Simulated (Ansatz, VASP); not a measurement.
**Two plane-wave programs on C**

File INCAR:

```
PREC     = Accurate       # precision mode
ENCUT    = 600            # plane-wave cutoff, eV
EDIFF    = 1E-6           # SCF threshold, eV
ISMEAR   = -5             # smearing method
SIGMA    = 0.1            # smearing width, eV
LREAL    = F              # projectors in reciprocal space
LASPH    = T              # aspherical terms in the spheres
NELM     = 120            # most SCF steps
ALGO     = Normal         # electronic algorithm
ISIF     = 2              # what is computed and relaxed
LWAVE    = F              # write WAVECAR
LCHARG   = F              # write CHGCAR
GGA      = PE             # functional
NBANDS   = 11             # bands
GGA_COMPAT= F
```

File KPOINTS:

```
regular mesh
0
Gamma
  12 12 12
```

File POSCAR:

```
C
1.0
    0.0000000000      1.7834000000      1.7834000000
    1.7834000000      0.0000000000      1.7834000000
    1.7834000000      1.7834000000      0.0000000000
C
2
Direct
    0.5000000000      0.5000000000      0.5000000000
    0.7500000000      0.7500000000      0.7500000000
```

Input for Ansatz:

```yaml
crystal:
  lattice:
    - [0.0, 1.7834, 1.7834]
    - [1.7834, 0.0, 1.7834]
    - [1.7834, 1.7834, 0.0]
  atoms:
    - { symbol: C, position: [0.5, 0.5, 0.5] }
    - { symbol: C, position: [0.75, 0.75, 0.75] }
hamiltonian:
  xc: pbe
  pseudopotentials: { kind: paw }
basis:
  ecutwfc: 420
kpoints:
  mp_grid: { grid: [12, 12, 12] }
scf:
  occupations: { method: tetrahedron }
  lower_state_search: "off"
  max_iter: 60
output:
  forces: true
  stress: true
```

Alike in both runs: task single point; functional PBE; k mesh 12 × 12 × 12; occupations tetrahedron; no spin polarisation.

|  | VASP | Ansatz |
| --- | --- | --- |
| version | VASP 6.6.1 | Ansatz 0.2.0 |
| potentials or method | VASP PAW PBE potentials, release 64 (C), cutoff 600 eV | PAW, plane waves, scalar-relativistic |
| valence electrons in the cell | 8 | 8 |

```csv
,VASP,Ansatz,Ansatz less VASP
gap on the k mesh at the Fermi level (eV),4.15,4.16,+0.007
pressure (GPa),1.8,1.8,+0.01
```

With one functional, cell and mesh, what is left measures potentials, basis and numerics. Ansatz's warnings: band table not solved further, tetrahedron derivatives may miss energy slope.
